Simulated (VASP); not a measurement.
Write the native input for VASP 6.6.1 that does the following.

```yaml
Task: electric field gradients
Functional: PBE
Potentials_or_basis: VASP PAW PBE potentials, release 64 (Ba_sv, Ti_sv, O)
Cutoff: 520 eV
k_mesh: 8 × 8 × 8
Occupations: fermi-dirac, width 0.05 eV
Spin: no spin polarisation
Dipole_correction: no
Further_INCAR_settings: ALGO = Normal; EDIFF = 1e-08; NBANDS = 28
```

The structure of BaTiO3 lies in POSCAR:

```
BaTiO3
1.0
    3.9531406582      0.0000000000      0.0000000000
    0.0000000000      3.9531406582      0.0000000000
    0.0000000000      0.0000000000      3.9531406582
Ba Ti O
1 1 3
Direct
    0.5000000000      0.5000000000      0.5000000000
    0.0000000000      0.0000000000      0.0000000000
    0.5000000000      0.0000000000      0.0000000000
    0.0000000000      0.5000000000      0.0000000000
    0.0000000000      0.0000000000      0.5000000000
```

This cell differs from its parent crystal: volume scaled by 0.96.

The input as run:

INCAR

```
  PREC = Accurate
  ENCUT = 520
  EDIFF = 1E-8
  ISMEAR = -1
  SIGMA = 0.05
  LREAL = False
  LASPH = True
  NELM = 100
  ALGO = Normal
  ISIF = 2
  LWAVE = False
  LCHARG = False
  GGA = PE
  LEFG = True
  NBANDS = 28
```

KPOINTS

```
Automatic mesh
0
Gamma
  8 8 8
```

Potentials or basis: VASP PAW PBE potentials, release 64 (Ba_sv, Ti_sv, O).

Launch:

```sh
$ cat potpaw_PBE.64/Ba_sv/POTCAR potpaw_PBE.64/Ti_sv/POTCAR potpaw_PBE.64/O/POTCAR > POTCAR
$ mpirun -np 1 vasp_std > vasp.out
```

It gave:

```json
{"Pressure": "11.1 GPa", "Band gap on the k mesh": "1.82 eV, indirect (least direct gap 1.93 eV)"}
```

Caveat: without QUAD_EFG the Cq values of the log hold for a quadrupole moment of 1 mb, not for the nuclei; spin-orbit coupling is left out, which moves the levels of the heavy elements.

Wall time 48 s on 1 thread of Intel(R) Xeon(R) Platinum 8488C (Sapphire Rapids), with other jobs on the host, peak memory 0.2 GiB.
